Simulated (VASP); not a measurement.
Crystal: SiC.

```
Si C
1.0
     3.09606    0.00000    0.00000
    -1.54803    2.68127    0.00000
     0.00000    0.00000   10.13734
Si C
4 4
Direct
  0.00000 0.00000 0.18789
  0.00000 0.00000 0.68789
  0.33333 0.66667 0.43784
  0.66667 0.33333 0.93784
  0.00000 0.00000 0.00046
  0.00000 0.00000 0.50046
  0.33333 0.66667 0.24980
  0.66667 0.33333 0.74980
```

Base run:

- Program: VASP 6.6.1
- Functional: SVWN5
- Potentials or basis: VASP PAW PBE potentials, release 64 (Si, C)
- Cutoff: 520 eV
- k mesh: 10 × 10 × 3
- Occupations: fermi-dirac, width 0.05 eV
- Spin: no spin polarisation

Its results: band gap on the k mesh 2.17 eV, indirect (least direct gap 3.30 eV); pressure -6.8 GPa; largest force 0.010 eV/Å.

The run is repeated on the same cell with these changes: functional from SVWN5 to LDA; potentials or basis from VASP PAW PBE potentials, release 64 (Si, C) to VASP PAW LDA potentials, release 64 (Si, C). What comes out?

Band gap on the k mesh 2.16 eV, indirect (least direct gap 3.28 eV); pressure -7.5 GPa; largest force 0.011 eV/Å.

Caveats: the PAW data sets were made with another functional, which shifts forces and pressure a little (some runs).

A k mesh can miss the band edges.
